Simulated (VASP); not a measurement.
# CdS (Greenockite) (P6_3mc) in VASP: single point with PBE

Aim: the single point of CdS (Greenockite) with PBE.

Program: VASP 6.6.1. These are calculated values, not measurements. Logs are shortened: lines on timing, memory, paths and dates and some standing lists are left out, and cuts for length are marked.

## 1. The cell of the first run

It takes space group P6_3mc (No. 186, hexagonal). The conventional cell has a = 4.150 Å, b = 4.150 Å, c = 6.737 Å, α = 90.00°, β = 90.00°, γ = 120.00°. Cd (site symmetry 3m) has 4 S at 2.53 to 2.54 Å within 3.3 Å. Within 3.3 Å of S (site symmetry 3m) lie 4 Cd at 2.53 to 2.54 Å.

## 2. Single point, PBE

Input file INCAR:

```
  ALGO = Normal
  EDIFF = 1E-6
  ENCUT = 520
  GGA = PE
  ISIF = 2
  ISMEAR = 0
  LASPH = True
  LCHARG = False
  LREAL = False
  LWAVE = False
  NBANDS = 26
  NELM = 80
  PREC = Accurate
  SIGMA = 0.01
```

Input file KPOINTS:

```
k-points
0
Gamma
  6 6 2
```

Input file POSCAR:

```
CdS
1.0
    4.1500000000      0.0000000000      0.0000000000
   -2.0750000000      3.5940100000      0.0000000000
    0.0000000000      0.0000000000      6.7370000000
Cd S
2 2
Direct
    0.3333333333      0.6666666667      0.0000000000
    0.6666666667      0.3333333333      0.5000000000
    0.3333333333      0.6666666667      0.3750000000
    0.6666666667      0.3333333333      0.8750000000
```

Potentials or basis: VASP PAW PBE potentials, release 64 (Cd, S).

The run is started by

```
> cat potpaw_PBE.64/Cd/POTCAR potpaw_PBE.64/S/POTCAR > POTCAR
> mpirun -np 1 vasp_std > vasp.out
```

OUTCAR:

```text
EDIFF = 1E-6
   ENCUT = 520
   GGA = PE
   ISIF = 2
   ISMEAR = 0
   LASPH = True
   LREAL = False
   NELM = 80
   PREC = Accurate

 ion  position               nearest neighbor table
   1  0.333  0.667  0.000-   3 2.53   4 2.54   4 2.54   4 2.54
   2  0.667  0.333  0.500-   4 2.53   3 2.54   3 2.54   3 2.54
   3  0.333  0.667  0.375-   1 2.53   2 2.54   2 2.54   2 2.54
   4  0.667  0.333  0.875-   2 2.53   1 2.54   1 2.54   1 2.54

  LATTYP: Found a hexagonal cell.
 ALAT       =     4.1500000000
 C/A-ratio  =     1.6233734940

  Lattice vectors:

 A1 = (   4.1500000000,   0.0000000000,   0.0000000000)
 A2 = (  -2.0750000000,   3.5940100000,   0.0000000000)
 A3 = (   0.0000000000,   0.0000000000,   6.7370000000)

Analysis of symmetry for initial positions (statically):
=====================================================================
 Subroutine PRICEL returns:
 Original cell was already a primitive cell.

 Routine SETGRP: Setting up the symmetry group for a
 hexagonal supercell.

 Subroutine GETGRP returns: Found 12 space group operations
 (whereof  6 operations were pure point group operations)
 out of a pool of 24 trial point group operations.

The static configuration has the point symmetry C_3v.
 The point group associated with its full space group is C_6v.

Analysis of symmetry for dynamics (positions and initial velocities):
=====================================================================
 Subroutine PRICEL returns:
 Original cell was already a primitive cell.

 Routine SETGRP: Setting up the symmetry group for a
 hexagonal supercell.

 Subroutine GETGRP returns: Found 12 space group operations
 (whereof  6 operations were pure point group operations)
 out of a pool of 24 trial point group operations.

The dynamic configuration has the point symmetry C_3v.
 The point group associated with its full space group is C_6v.

 Subroutine INISYM returns: Found 12 space group operations
 (whereof  6 operations are pure point group operations),
 and found     1 'primitive' translations

----------------------------------------------------------------------------------------

                                     Primitive cell

  volume of cell :     100.4833

  direct lattice vectors                    reciprocal lattice vectors
     4.150000000  0.000000000  0.000000000     0.240963855  0.139120370  0.000000000
    -2.075000000  3.594010000  0.000000000     0.000000000  0.278240739  0.000000000
     0.000000000  0.000000000  6.737000000     0.000000000  0.000000000  0.148434021

  length of vectors
     4.150000000  4.150003961  6.737000000     0.278241005  0.278240739  0.148434021

  position of ions in fractional coordinates (direct lattice)
     0.333333333  0.666666667  0.000000000
     0.666666667  0.333333333  0.500000000
     0.333333333  0.666666667  0.375000000
     0.666666667  0.333333333  0.875000000

  ion indices of the primitive-cell ions
   primitive index   ion index
                 1           1
                 2           2
                 3           3
                 4           4

----------------------------------------------------------------------------------------

 KPOINTS: k-points

Automatic generation of k-mesh.
 Grid dimensions read from file:
 generate k-points for:    6    6    2

 Generating k-lattice:

  Cartesian coordinates                     Fractional coordinates (reciprocal lattice)
     0.040160643  0.023186728  0.000000000     0.166666667  0.000000000  0.000000000
     0.000000000  0.046373457  0.000000000     0.000000000  0.166666667  0.000000000
     0.000000000  0.000000000  0.074217011     0.000000000  0.000000000  0.500000000

  Length of vectors
     0.046373501  0.046373457  0.074217011

  Shift w.r.t. Gamma in fractional coordinates (k-lattice)
     0.000000000  0.000000000  0.000000000

 Subroutine IBZKPT returns following result:
 ===========================================

 Found     14 irreducible k-points:

 Following reciprocal coordinates:
            Coordinates               Weight
  0.000000  0.000000  0.000000      1.000000
  0.166667  0.000000  0.000000      6.000000
  0.333333 -0.000000  0.000000      6.000000
  0.500000 -0.000000  0.000000      3.000000
  0.166667  0.166667  0.000000      6.000000
  0.333333  0.166667  0.000000     12.000000
  0.333333  0.333333  0.000000      2.000000
  0.000000  0.000000  0.500000      1.000000
  0.166667  0.000000  0.500000      6.000000
  0.333333 -0.000000  0.500000      6.000000
  0.500000 -0.000000  0.500000      3.000000
  0.166667  0.166667  0.500000      6.000000
  0.333333  0.166667  0.500000     12.000000
  0.333333  0.333333  0.500000      2.000000
   k-points           NKPTS =     14   k-points in BZ     NKDIM =     14   number of bands    NBANDS=     26
   number of dos      NEDOS =    301   number of ions     NIONS =      4
   total plane-waves  NPLWV =  51200
   dimension x,y,z NGX =    32 NGY =   32 NGZ =   50
   dimension x,y,z NGXF=    64 NGYF=   64 NGZF=  100
   ions per type =               2   2
   NGX,Y,Z   is equivalent  to a cutoff of  12.82, 12.82, 12.34 a.u.
   NGXF,Y,Z  is equivalent  to a cutoff of  25.64, 25.64, 24.68 a.u.
 SYSTEM =  unknown system
   PREC   = accura    normal or accurate (medium, high low for compatibility)
   ISTART =      0    job   : 0-new  1-cont  2-samecut
   ICHARG =      2    charge: 1-file 2-atom 10-const
   ISPIN  =      1    spin polarized calculation?
   LNONCOLLINEAR =      F non collinear calculations
   LSORBIT =      F    spin-orbit coupling
   LASPH  =      T    aspherical Exc in radial PAW
   ENCUT  =  520.0 eV  38.22 Ry    6.18 a.u.   7.72  7.72 12.53*2*pi/ulx,y,z
   NELM   =     80;   NELMIN=  2; NELMDL= -5     # of ELM steps
   EDIFF  = 0.1E-05   stopping-criterion for ELM
   LREAL  =      F    real-space projection
   EDIFFG = 0.1E-04   stopping-criterion for IOM
   NSW    =      0    number of steps for IOM
   IBRION =     -1    ionic relax: 0-MD 1-quasi-New 2-CG
   NFREE  =      0    steps in history (QN), initial steepest desc. (CG)
   ISIF   =      2    stress and relaxation
   ISYM   =      2    0-nonsym 1-usesym 2-fastsym
   POTIM  = 0.5000    time-step for ionic-motion
   TEBEG  =    0.0;   TEEND  =   0.0 temperature during run
   PSTRESS=    0.0 pullay stress
   NELECT =      36.0000    total number of electrons
   NUPDOWN=      -1.0000    fix difference up-down
   EMIN   =  10.00;   EMAX   =-10.00  energy-range for DOS
   EFERMI =   0.00;   METHOD = LEGACY
   ISMEAR =     0;   SIGMA  =   0.01  broadening in eV -4-tet -1-fermi 0-gaus
   EFERMI_NEDOS =   21; number of points for ismear=-14 and -15
   IALGO  =     38    algorithm
   IMIX   =      4    mixing-type and parameters
     AMIX     =   0.40;   BMIX     =  1.00
     AMIX_MAG =   1.60;   BMIX_MAG =  1.00
  volume/ion in A,a.u.               =      25.12       169.52
  Fermi-wavevector in a.u.,A,eV,Ry     =   1.162727  2.197235 18.394174  1.351934
  Thomas-Fermi vector in A             =   2.299285
   LORBIT       =      0    0 simple, 1 ext, 2 COOP (PROOUT), +10 PAW based schemes
   GGA     = PE    functional components
   LHFCALC =     F    Hartree Fock is set to
   AEXX    =    0.0000 exact exchange contribution
   IVDW    =     0    specifies the selected vdW correction
   LEPSILON=     F    determine dielectric tensor
   LRPA    =     F    only Hartree local field effects (RPA)
 non-spin polarized calculation
 Gauss-broadening in eV      SIGMA  =   0.01
  energy-cutoff  :      520.00
  volume of cell :      100.48
 maximum number of plane-waves:      2731
 NGX is ok and might be reduce to    32
   NGX = 15   NGY = 15   NGZ = 25

 number of electron      35.9999997 magnetization

 Free energy of the ion-electron system (eV)
  ---------------------------------------------------
  ext. energy  EPLUGINS =         0.00000000
  ---------------------------------------------------
  free energy    TOTEN  =       -12.26484073 eV

  energy without entropy =      -12.26484073  energy(sigma->0) =      -12.26484073

 E-fermi :   1.2984     XC(G=0):  -9.0849

 val. band max:        1.2055212822   @ k =   0.0000   0.0000   0.0000
 cond. band min:       2.4046415240   @ k =   0.0000   0.0000   0.0000
 fundamental gap:      1.1991202417
 Fermi energy:         1.2984388276

 k-point     1 :       0.0000    0.0000    0.0000
  band No.  band energies     occupation
      1     -11.0905      2.00000
      2     -10.6658      2.00000
      3      -6.4676      2.00000
      4      -6.4462      2.00000
      5      -6.4462      2.00000
      6      -6.3608      2.00000
[... 18 lines left out ...]
     25       8.7926      0.00000
     26       8.9087      0.00000

 k-point     2 :       0.1667    0.0000    0.0000
  band No.  band energies     occupation
      1     -10.9983      2.00000
      2     -10.6270      2.00000
      3      -6.4342      2.00000
      4      -6.4109      2.00000
      5      -6.3776      2.00000
      6      -6.3157      2.00000
[... 18 lines left out ...]
     25       8.7538      0.00000
     26       9.3604      0.00000

 k-point     3 :       0.3333   -0.0000    0.0000
  band No.  band energies     occupation
      1     -10.7992      2.00000
      2     -10.5626      2.00000
      3      -6.3794      2.00000
      4      -6.3579      2.00000
      5      -6.2418      2.00000
      6      -6.2045      2.00000
[... 18 lines left out ...]
     25       9.5410      0.00000
     26      10.0304      0.00000

 k-point     4 :       0.5000   -0.0000    0.0000
  band No.  band energies     occupation
      1     -10.6813      2.00000
      2     -10.5484      2.00000
      3      -6.3630      2.00000
      4      -6.3421      2.00000
      5      -6.1650      2.00000
      6      -6.1554      2.00000
[... 18 lines left out ...]
     25       9.5937      0.00000
     26      11.3430      0.00000
[... 206 lines left out ...]
      1     -10.7056      2.00000
      2     -10.7056      2.00000
      3      -6.3307      2.00000
      4      -6.3307      2.00000
      5      -6.3017      2.00000
      6      -6.3017      2.00000
[... 18 lines left out ...]
     25       9.1940      0.00000
     26       9.1940      0.00000

 k-point    13 :       0.3333    0.1667    0.5000
  band No.  band energies     occupation
      1     -10.6054      2.00000
      2     -10.6054      2.00000
      3      -6.3073      2.00000
      4      -6.3073      2.00000
      5      -6.2545      2.00000
      6      -6.2545      2.00000
[... 18 lines left out ...]
     25       9.6704      0.00000
     26       9.6704      0.00000

 k-point    14 :       0.3333    0.3333    0.5000
  band No.  band energies     occupation
      1     -10.5732      2.00000
      2     -10.5732      2.00000
      3      -6.2780      2.00000
      4      -6.2780      2.00000
      5      -6.2550      2.00000
      6      -6.2550      2.00000
[... 18 lines left out ...]
     25      10.5392      0.00000
     26      10.5393      0.00000

------------------------ aborting loop because EDIFF is reached ----------------------------------------

  FORCE on cell =-STRESS in cart. coord.  units (eV):
  Direction    XX          YY          ZZ          XY          YZ          ZX
  --------------------------------------------------------------------------------------
  -------------------------------------------------------------------------------------
  Total        1.3681663      1.3681698      1.7579595      0.0000000      0.0000000     -0.0000000
  in kB       21.8150164     21.8150719     28.0301565      0.0000000      0.0000000     -0.0000000
  external PRESSURE =      23.8867483 kB  Pullay stress =       0.0000000 kB

 VOLUME and BASIS-vectors are now :
 -----------------------------------------------------------------------------
  energy-cutoff  :      520.00
  volume of cell :      100.48
      direct lattice vectors                 reciprocal lattice vectors
     4.150000000  0.000000000  0.000000000     0.240963855  0.139120370  0.000000000
    -2.075000000  3.594010000  0.000000000     0.000000000  0.278240739  0.000000000
     0.000000000  0.000000000  6.737000000     0.000000000  0.000000000  0.148434021

 POSITION                                       TOTAL-FORCE (eV/Angst)
 -----------------------------------------------------------------------------------
     -0.00000      2.39601      0.00000         0.000000      0.000000     -0.067194
      2.07500      1.19800      3.36850        -0.000000      0.000000     -0.067194
     -0.00000      2.39601      2.52637        -0.000000      0.000000      0.067194
      2.07500      1.19800      5.89487         0.000000      0.000000      0.067194
 -----------------------------------------------------------------------------------
    total drift:                               -0.000000     -0.000000     -0.000664

  FREE ENERGIE OF THE ION-ELECTRON SYSTEM (eV)
  ---------------------------------------------------
  free  energy   TOTEN  =       -12.2648407304 eV

  energy  without entropy=      -12.2648407304  energy(sigma->0) =      -12.26484073
```

Run time: 85 s. Hardware: 1 thread of AMD EPYC 7R13, shared host; peak memory 0.19 GiB.

What came out:

```
Free energy            : -12.2648 eV
Pressure               : 2.4 GPa
Largest force          : 0.067 eV/Å
Band gap on the k mesh : 1.20 eV, direct
```

Forces on the atoms (eV/Å):
```
Cd   0.000  0.000 -0.067
Cd   0.000  0.000 -0.067
S    0.000  0.000  0.067
S    0.000  0.000  0.067
```

Stress tensor (GPa, compression positive):
```
2.18 0.00 0.00
0.00 2.18 0.00
0.00 0.00 2.80
```

Caveat: the k points lie up to 0.47 Å⁻¹ apart.
